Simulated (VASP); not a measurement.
# Al2Au (Imm2) in VASP: single point with PBE

Aim: the single point of Al2Au with PBE.

Program: VASP 6.6.1. These are calculated values, not measurements. Logs are shortened: lines on timing, memory, paths and dates and some standing lists are left out, and cuts for length are marked.

## (1) The cell of the first run

Symmetry: Imm2, No. 44, orthorhombic system. The conventional cell has a = 4.243 Å, b = 4.243 Å, c = 6.000 Å, α = 90.00°, β = 90.00°, γ = 90.00°. Al (site symmetry mm2) has 4 Au at 2.48 to 2.73 Å and 6 Al at 2.78 to 3.22 Å within 3.3 Å. Within 3.4 Å of Al (site symmetry mm2) lie 4 Au at 2.60 Å and 6 Al at 2.78 to 3.22 Å. Within 3.3 Å of Au (site symmetry mm2) lie 8 Al at 2.48 to 2.73 Å.

## (2) Single point, PBE (one atom moved)

File INCAR:

```
SYSTEM = Al2Au
PREC = Accurate ; ENCUT = 520
EDIFF = 1E-6 ; ISMEAR = 0
SIGMA = 0.1 ; LREAL = .False.
LASPH = .True. ; NELM = 100
ALGO = Fast ; ISIF = 2
LWAVE = .False. ; LCHARG = .False.
GGA = PE ; NBANDS = 16
```

File KPOINTS:

```
Automatic mesh
0
Gamma
  10 10 10
  0 0 0
```

File POSCAR:

```
Al2Au
1.0
    0.0000000000      3.0000000000      3.0000000000
    3.0000000000      0.0000000000      3.0000000000
    3.0000000000      3.0000000000      0.0000000000
Al Au
2 1
Direct
    0.2125000000      0.2875000000      0.2875000000
    0.7500000000      0.7500000000      0.7500000000
    0.0000000000      0.0000000000      0.0000000000
```

Potentials or basis: VASP PAW PBE potentials, release 64 (Al, Au).

Run with:

```bash
cat potpaw_PBE.64/Al/POTCAR potpaw_PBE.64/Au/POTCAR > POTCAR
mpirun -np 1 vasp_std > vasp.out
```

OUTCAR:

```text
SYSTEM = Al2Au
   PREC = Accurate
   ENCUT = 520
   EDIFF = 1E-6
   ISMEAR = 0
   LREAL = .False.
   LASPH = .True.
   NELM = 100
   ISIF = 2
   GGA = PE

 ion  position               nearest neighbor table
   1  0.212  0.288  0.288-   3 2.47   3 2.47   3 2.73   3 2.73   2 2.77   2 3.01   2 3.01   2 3.01
                             2 3.01   2 3.23
   2  0.750  0.750  0.750-   3 2.60   3 2.60   3 2.60   3 2.60   1 2.77   1 3.01   1 3.01   1 3.01
                             1 3.01   1 3.23
   3  0.000  0.000  0.000-   1 2.47   1 2.47   2 2.60   2 2.60   2 2.60   2 2.60   1 2.73   1 2.73

  LATTYP: Found a face centered cubic cell.
 ALAT       =     6.0000000000

  Lattice vectors:

 A1 = (   0.0000000000,   3.0000000000,   3.0000000000)
 A2 = (   3.0000000000,   0.0000000000,   3.0000000000)
 A3 = (   3.0000000000,   3.0000000000,   0.0000000000)

Analysis of symmetry for initial positions (statically):
=====================================================================
 Subroutine PRICEL returns:
 Original cell was already a primitive cell.

 Routine SETGRP: Setting up the symmetry group for a
 face centered cubic supercell.

 Subroutine GETGRP returns: Found  4 space group operations
 (whereof  4 operations were pure point group operations)
 out of a pool of 48 trial point group operations.

The static configuration has the point symmetry C_2v.

Analysis of symmetry for dynamics (positions and initial velocities):
=====================================================================
 Subroutine PRICEL returns:
 Original cell was already a primitive cell.

 Routine SETGRP: Setting up the symmetry group for a
 face centered cubic supercell.

 Subroutine GETGRP returns: Found  4 space group operations
 (whereof  4 operations were pure point group operations)
 out of a pool of 48 trial point group operations.

The dynamic configuration has the point symmetry C_2v.

 Subroutine INISYM returns: Found  4 space group operations
 (whereof  4 operations are pure point group operations),
 and found     1 'primitive' translations

----------------------------------------------------------------------------------------

                                     Primitive cell

  volume of cell :      54.0000

  direct lattice vectors                    reciprocal lattice vectors
     0.000000000  3.000000000  3.000000000    -0.166666667  0.166666667  0.166666667
     3.000000000  0.000000000  3.000000000     0.166666667 -0.166666667  0.166666667
     3.000000000  3.000000000  0.000000000     0.166666667  0.166666667 -0.166666667

  length of vectors
     4.242640687  4.242640687  4.242640687     0.288675135  0.288675135  0.288675135

  position of ions in fractional coordinates (direct lattice)
     0.212500000  0.287500000  0.287500000
     0.750000000  0.750000000  0.750000000
     0.000000000  0.000000000  0.000000000

  ion indices of the primitive-cell ions
   primitive index   ion index
                 1           1
                 2           2
                 3           3

----------------------------------------------------------------------------------------

 KPOINTS: Automatic mesh

Automatic generation of k-mesh.
 Grid dimensions read from file:
 generate k-points for:   10   10   10

 Generating k-lattice:

  Cartesian coordinates                     Fractional coordinates (reciprocal lattice)
    -0.016666667  0.016666667  0.016666667     0.100000000  0.000000000  0.000000000
     0.016666667 -0.016666667  0.016666667     0.000000000  0.100000000  0.000000000
     0.016666667  0.016666667 -0.016666667     0.000000000  0.000000000  0.100000000

  Length of vectors
     0.028867513  0.028867513  0.028867513

  Shift w.r.t. Gamma in fractional coordinates (k-lattice)
     0.000000000  0.000000000  0.000000000

 Subroutine IBZKPT returns following result:
 ===========================================

 Found    171 irreducible k-points:

 Following reciprocal coordinates:
            Coordinates               Weight
  0.000000  0.000000  0.000000      1.000000
  0.100000  0.000000  0.000000      4.000000
  0.000000  0.100000  0.000000      4.000000
  0.200000  0.000000  0.000000      4.000000
  0.000000  0.200000  0.000000      4.000000
  0.300000  0.000000  0.000000      4.000000
[... 16 lines left out ...]
  0.000000  0.400000  0.100000      4.000000
  0.100000  0.000000  0.400000      8.000000
 [... further k-points ...]
   k-points           NKPTS =    171   k-points in BZ     NKDIM =    171   number of bands    NBANDS=     16
   number of dos      NEDOS =    301   number of ions     NIONS =      3
   total plane-waves  NPLWV =  32768
   dimension x,y,z NGX =    32 NGY =   32 NGZ =   32
   dimension x,y,z NGXF=    64 NGYF=   64 NGZF=   64
   ions per type =               2   1
   NGX,Y,Z   is equivalent  to a cutoff of  12.54, 12.54, 12.54 a.u.
   NGXF,Y,Z  is equivalent  to a cutoff of  25.08, 25.08, 25.08 a.u.
 SYSTEM =  Al2Au
   PREC   = accura    normal or accurate (medium, high low for compatibility)
   ISTART =      0    job   : 0-new  1-cont  2-samecut
   ICHARG =      2    charge: 1-file 2-atom 10-const
   ISPIN  =      1    spin polarized calculation?
   LNONCOLLINEAR =      F non collinear calculations
   LSORBIT =      F    spin-orbit coupling
   LASPH  =      T    aspherical Exc in radial PAW
   ENCUT  =  520.0 eV  38.22 Ry    6.18 a.u.   7.89  7.89  7.89*2*pi/ulx,y,z
   NELM   =    100;   NELMIN=  2; NELMDL= -5     # of ELM steps
   EDIFF  = 0.1E-05   stopping-criterion for ELM
   LREAL  =      F    real-space projection
   EDIFFG = 0.1E-04   stopping-criterion for IOM
   NSW    =      0    number of steps for IOM
   IBRION =     -1    ionic relax: 0-MD 1-quasi-New 2-CG
   NFREE  =      0    steps in history (QN), initial steepest desc. (CG)
   ISIF   =      2    stress and relaxation
   ISYM   =      2    0-nonsym 1-usesym 2-fastsym
   POTIM  = 0.5000    time-step for ionic-motion
   TEBEG  =    0.0;   TEEND  =   0.0 temperature during run
   PSTRESS=    0.0 pullay stress
   NELECT =      17.0000    total number of electrons
   NUPDOWN=      -1.0000    fix difference up-down
   EMIN   =  10.00;   EMAX   =-10.00  energy-range for DOS
   EFERMI =   0.00;   METHOD = LEGACY
   ISMEAR =     0;   SIGMA  =   0.10  broadening in eV -4-tet -1-fermi 0-gaus
   EFERMI_NEDOS =   21; number of points for ismear=-14 and -15
   IALGO  =     68    algorithm
   IMIX   =      4    mixing-type and parameters
     AMIX     =   0.40;   BMIX     =  1.00
     AMIX_MAG =   1.60;   BMIX_MAG =  1.00
  volume/ion in A,a.u.               =      18.00       121.47
  Fermi-wavevector in a.u.,A,eV,Ry     =   1.113679  2.104547 16.875035  1.240280
  Thomas-Fermi vector in A             =   2.250266
   LORBIT       =      0    0 simple, 1 ext, 2 COOP (PROOUT), +10 PAW based schemes
   GGA     = PE    functional components
   LHFCALC =     F    Hartree Fock is set to
   AEXX    =    0.0000 exact exchange contribution
   IVDW    =     0    specifies the selected vdW correction
   LEPSILON=     F    determine dielectric tensor
   LRPA    =     F    only Hartree local field effects (RPA)
 non-spin polarized calculation
 RMM-DIIS sequential band-by-band and
 Gauss-broadening in eV      SIGMA  =   0.10
  energy-cutoff  :      520.00
  volume of cell :       54.00
 maximum number of plane-waves:      1470
   NGX = 15   NGY = 15   NGZ = 15

 number of electron      17.0000001 magnetization

 Free energy of the ion-electron system (eV)
  ---------------------------------------------------
  ext. energy  EPLUGINS =         0.00000000
  ---------------------------------------------------
  free energy    TOTEN  =       -11.86666098 eV

  energy without entropy =      -11.86303010  energy(sigma->0) =      -11.86484554

 E-fermi :   7.7736     XC(G=0): -10.5199

 val. band max:        7.7695164782   @ k =   0.1000  -0.2000   0.3000
 cond. band min:       7.7805723780   @ k =   0.1000   0.0000  -0.2000
 fundamental gap:      0.0110558998
 Fermi energy:         7.7736196962

 k-point     1 :       0.0000    0.0000    0.0000
  band No.  band energies     occupation
      1      -2.7857      2.00000
      2       1.0790      2.00000
      3       1.1233      2.00000
      4       1.3031      2.00000
      5       2.1068      2.00000
      6       2.1637      2.00000
[... 8 lines left out ...]
     15      13.6412      0.00000
     16      13.9309      0.00000

 k-point     2 :       0.1000    0.0000    0.0000
  band No.  band energies     occupation
      1      -2.6607      2.00000
      2       1.1114      2.00000
      3       1.1193      2.00000
      4       1.2899      2.00000
      5       2.1014      2.00000
      6       2.1643      2.00000
[... 8 lines left out ...]
     15      13.4331      0.00000
     16      13.6461      0.00000

 k-point     3 :       0.0000    0.1000    0.0000
  band No.  band energies     occupation
      1      -2.6499      2.00000
      2       1.0437      2.00000
      3       1.1570      2.00000
      4       1.3358      2.00000
      5       2.0977      2.00000
      6       2.1497      2.00000
[... 8 lines left out ...]
     15      13.3548      0.00000
     16      13.6939      0.00000

 k-point     4 :       0.2000    0.0000    0.0000
  band No.  band energies     occupation
      1      -2.2992      2.00000
      2       1.0792      2.00000
      3       1.1916      2.00000
      4       1.2924      2.00000
      5       2.0988      2.00000
      6       2.1807      2.00000
[... 8 lines left out ...]
     15      13.7480      0.00000
     16      13.7822      0.00000
[... 324 lines left out ...]
 k-point    22 :       0.4000    0.1000    0.0000
  band No.  band energies     occupation
      1      -1.2499      2.00000
      2       1.0061      2.00000
      3       1.3292      2.00000
      4       1.4080      2.00000
      5       2.1397      2.00000
      6       2.3382      2.00000
[... 8 lines left out ...]
     15      16.4071      0.00000
     16      16.7597      0.00000

 k-point    23 :       0.0000    0.4000    0.1000
  band No.  band energies     occupation
      1      -1.0448      2.00000
      2       0.7562      2.00000
      3       1.4988      2.00000
      4       1.5414      2.00000
      5       2.0960      2.00000
      6       2.2483      2.00000
[... 8 lines left out ...]
     15      16.6350      0.00000
     16      16.7414      0.00000

 k-point    24 :       0.1000    0.0000    0.4000
  band No.  band energies     occupation
      1      -1.0196      2.00000
      2       0.8084      2.00000
      3       1.5003      2.00000
      4       1.5174      2.00000
      5       2.0681      2.00000
      6       2.2203      2.00000
[... 8 lines left out ...]
     15      16.5271      0.00000
     16      16.7201      0.00000

 [... further k-points ...]

------------------------ aborting loop because EDIFF is reached ----------------------------------------

  FORCE on cell =-STRESS in cart. coord.  units (eV):
  Direction    XX          YY          ZZ          XY          YZ          ZX
  --------------------------------------------------------------------------------------
  -------------------------------------------------------------------------------------
  Total        1.8128907      1.4881048      1.4881048      0.0000000     -1.6130019      0.0000000
  in kB       53.7883767     44.1519952     44.1519952      0.0000000    -47.8576871      0.0000000
  external PRESSURE =      47.3641224 kB  Pullay stress =       0.0000000 kB

 VOLUME and BASIS-vectors are now :
 -----------------------------------------------------------------------------
  energy-cutoff  :      520.00
  volume of cell :       54.00
      direct lattice vectors                 reciprocal lattice vectors
     0.000000000  3.000000000  3.000000000    -0.166666667  0.166666667  0.166666667
     3.000000000  0.000000000  3.000000000     0.166666667 -0.166666667  0.166666667
     3.000000000  3.000000000  0.000000000     0.166666667  0.166666667 -0.166666667

 POSITION                                       TOTAL-FORCE (eV/Angst)
 -----------------------------------------------------------------------------------
      1.72500      1.50000      1.50000        -1.301770     -0.000000     -0.000000
      4.50000      4.50000      4.50000         0.364281      0.000000      0.000000
      0.00000      0.00000      0.00000         0.937489     -0.000000     -0.000000
 -----------------------------------------------------------------------------------
    total drift:                                0.000773      0.000000      0.000000

  FREE ENERGIE OF THE ION-ELECTRON SYSTEM (eV)
  ---------------------------------------------------
  free  energy   TOTEN  =       -11.8666609797 eV

  energy  without entropy=      -11.8630301033  energy(sigma->0) =      -11.86484554
```

Run time: 2.7 min. Hardware: 1 thread of Intel Xeon 8259CL, shared host; peak memory 0.29 GiB.

What came out:

```yaml
Free_energy: -11.8667 eV
Pressure: 4.7 GPa
Largest_force: 1.302 eV/Å
Band_gap_on_the_k_mesh: zero (an odd number of electrons rules out a gap without spin polarisation)
```

Forces in eV/Å, atoms in the order of the input:
```
Al  -1.302  0.000  0.000
Al   0.364  0.000  0.000
Au   0.937  0.000  0.000
```

Stress tensor (GPa, compression positive):
```
 5.38  0.00  0.00
 0.00  4.42 -4.79
 0.00 -4.79  4.42
```

Caveat: the cell differs from its parent crystal (one atom moved); the cell stands under pressure; spin-orbit coupling is left out, which moves the levels of the heavy elements; forces of over 1 eV/Å act on the atoms, so gaps and moduli don't describe the material at rest.
